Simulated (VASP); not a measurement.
The system is NaH.

```
Na H
1.0
     0.00000    2.39751    2.39751
     2.39751    0.00000    2.39751
     2.39751    2.39751    0.00000
Na H
1 1
Direct
  0.00000 0.00000 0.00000
  0.50000 0.50000 0.50000
```

Base run:

* Program: VASP 6.6.1
* Functional: PBE
* Potentials or basis: VASP PAW PBE potentials, release 64 (Na_pv, H)
* Cutoff: 520 eV
* k mesh: 10 × 10 × 10
* Occupations: fermi-dirac, width 0.02 eV
* Spin: no spin polarisation

Its results: band gap on the k mesh 3.82 eV, indirect (least direct gap 4.67 eV); pressure 0.5 GPa.

Q: The run is repeated on the same cell with these changes: functional from PBE to r2SCAN; occupations from fermi-dirac, width 0.02 eV to gaussian, width 0.01 eV. What comes out?

A: Band gap on the k mesh 4.43 eV, indirect (least direct gap 5.26 eV); pressure -0.3 GPa.

Caveats: the PAW data sets were made with another functional, which shifts forces and pressure a little (some runs).

A k mesh can miss the band edges.
